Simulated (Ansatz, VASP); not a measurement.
# SiIrRu3 in VASP and in Ansatz

Contents of INCAR:

```
ALGO = Fast ; EDIFF = 1E-7
EDIFFG = -0.04 ; ENCUT = 600
GGA = PE ; IBRION = 2
ISIF = 3 ; ISMEAR = 0
LASPH = T ; LCHARG = F
LREAL = F ; LWAVE = F
NELM = 80 ; NSW = 90
PREC = Accurate ; SIGMA = 0.1
```

Contents of KPOINTS:

```
k-points
0
Gamma
  4 4 4
```

POSCAR

```
SiIrRu3
1.0
    4.0907509600      0.0000000000      0.0000000000
    0.0000000000      4.0907509600      0.0000000000
    0.0000000000      0.0000000000      4.0907509600
Si Ru Ir
1 3 1
Direct
    0.0000000000      0.0000000000      0.0000000000
    0.5000000000      0.0000000000      0.0000000000
    0.0000000000      0.5000000000      0.0000000000
    0.0000000000      0.0000000000      0.5000000000
    0.5000000000      0.5000000000      0.5000000000
```

Input for Ansatz:

```yaml
crystal:
  lattice:
    - [4.09075096, 0.0, 0.0]
    - [0.0, 4.09075096, 0.0]
    - [0.0, 0.0, 4.09075096]
  atoms:
    - { symbol: Si, position: [0.0, 0.0, 0.0] }
    - { symbol: Ru, position: [0.5, 0.0, 0.0] }
    - { symbol: Ru, position: [0.0, 0.5, 0.0] }
    - { symbol: Ru, position: [0.0, 0.0, 0.5] }
    - { symbol: Ir, position: [0.5, 0.5, 0.5] }
basis:
  ecutwfc: 420
kpoints:
  mp_grid: { grid: [4, 4, 4] }
hamiltonian:
  xc: pbe
scf:
  occupations: { method: gaussian, width: 0.1 }
  lower_state_search: "off"
output:
  forces: true
  stress: true
  eigenvalues: true
relax:
  adjacent_minimum: "off"
  f_tol: 0.04
  max_steps: 70
  cell: { stress_tol: 0.4 }
```

Alike in both runs: task relaxation of cell and atoms; functional PBE; k mesh 4 × 4 × 4; occupations gaussian, width 0.1 eV; no spin polarisation.

```csv
,VASP,Ansatz
version,VASP 6.6.1,Ansatz 0.2.0
potentials or method,"VASP PAW PBE potentials, release 64 (Si, Ru_pv, Ir), cutoff 600 eV","scalar-relativistic, plane waves, PAW"
valence electrons in the cell,55,69
```

Ansatz gave:

| Item | Value |
| --- | --- |
| gap on the k mesh at the Fermi level, each at its own relaxed structure (eV) | none |
| relaxed volume (Å³/atom) | 15.94 |
| relaxed cell length with the largest relative difference (Å) | 4.304 |

Task: Which values does VASP return?

Result: gap on the k mesh at the Fermi level, each at its own relaxed structure (eV): none; relaxed volume (Å³/atom): 15.92; relaxed cell length with the largest relative difference (Å): 4.302.

A gap of «none» marks a metal or a gap that the smearing closes. VASP's potentials hold 55 valence electrons a cell and Ansatz's 69, so a difference there can come from the potentials and not from the codes.

The k mesh is coarse, so the values compare programs but aren't converged. Neither program's run includes spin-orbit coupling. Noted on VASP's run: the volume moved by over 15 % at a fixed basis, so the end points are rough.
